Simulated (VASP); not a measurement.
Write the native input for VASP 6.6.1 that does the following.

```yaml
Task: single point
Functional: PBEsol
Potentials_or_basis: VASP PAW PBE potentials, release 64 (Sn_d, O)
Cutoff: 520 eV
k_mesh: 6 × 6 × 8
Occupations: gaussian, width 0.05 eV
Spin: no spin polarisation
Dipole_correction: no
Further_INCAR_settings: ALGO = Normal; EDIFF = 1e-06; NBANDS = 35
```

The structure of SnO2 lies in POSCAR:

```
SnO2
1.0
    4.7687243422      0.0000000000      0.0000000000
    0.0000000000      4.7687243422      0.0000000000
    0.0000000000      0.0000000000      3.2113691866
Sn O
2 4
Direct
    0.0000000000      0.0000000000     -0.0501966578
    0.5000000000      0.5000000000      0.5501966578
    0.2397944558      0.3728016790      0.0288019885
    0.2602055442      0.8728016790      0.4711980115
    0.7602055442      0.6271983210      0.0288019885
    0.7397944558      0.1271983210      0.4711980115
```

This cell differs from its parent crystal: atoms displaced along several vibrational modes.

These files were run (other wordings do the same):

INCAR

```
SYSTEM = SnO2
PREC     = Accurate       ! precision mode
ENCUT    = 520            ! plane-wave cutoff, eV
EDIFF    = 1E-6           ! SCF threshold, eV
ISMEAR   = 0              ! smearing method
SIGMA    = 0.05           ! smearing width, eV
LREAL    = .False.        ! projectors in reciprocal space
LASPH    = .True.         ! aspherical terms in the spheres
NELM     = 80             ! most SCF steps
ALGO     = Normal         ! electronic algorithm
ISIF     = 2              ! what is computed and relaxed
LWAVE    = .False.        ! write WAVECAR
LCHARG   = .True.         ! write CHGCAR
GGA      = PS             ! functional
LELF     = .True.         ! ELF
LVHAR    = .True.       
NBANDS   = 35             ! bands
```

KPOINTS

```
regular mesh
0
Gamma
  6 6 8
  0 0 0
```

Potentials or basis: VASP PAW PBE potentials, release 64 (Sn_d, O).

Command:

```bash
$ cat potpaw_PBE.64/Sn_d/POTCAR potpaw_PBE.64/O/POTCAR > POTCAR
$ mpirun -np 1 vasp_std > vasp.out
```

It gave:

```yaml
Pressure: -6.0 GPa
Largest_force: 1.182 eV/Å
Band_gap_on_the_k_mesh: 0.88 eV (least direct gap 0.90 eV)
```

Caveat: the cell differs from its parent crystal (atoms displaced along several vibrational modes); the cell stands under tension; the PAW data sets were made with another functional, which shifts forces and pressure a little; spin-orbit coupling is left out, which moves the levels of the heavy elements.

Run time: 3.5 min on 1 thread of Intel Xeon 8259CL, with other jobs on the host, peak memory 0.28 GiB.
